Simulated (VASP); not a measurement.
A run of VASP 6.6.1:

INCAR

```
PREC = Accurate
ENCUT = 520
EDIFF = 1E-6
ISMEAR = -1
SIGMA = 0.05
LREAL = F
LASPH = T
NELM = 80
ALGO = Normal
ISIF = 2
LWAVE = F
LCHARG = F
NBANDS = 10
```

File KPOINTS:

```
regular mesh
0
Gamma
  10 10 10
```

POSCAR

```
Rb
1.0
    3.2231636923      0.0000000000      0.0000000000
    0.0000000000      3.2231636923      0.0000000000
    0.0000000000      0.0000000000      3.2231636923
Rb
1
Direct
    0.0000000000      0.0000000000      0.0000000000
```

Potentials or basis: VASP PAW LDA potentials, release 64 (Rb_sv).

Run with:

```sh
$ cat potpaw_LDA.64/Rb_sv/POTCAR > POTCAR
$ mpirun -np 1 vasp_std > vasp.out
```

Hardware: 1 thread of Intel(R) Xeon(R) 6975P-C (Granite Rapids) (shared host).

How long does it take, and how much memory?

It took 3.1 s on 1 thread of Intel(R) Xeon(R) 6975P-C (Granite Rapids), on a shared host, peak memory 0.13 GiB. Counts: scf iterations 10, k points 56.
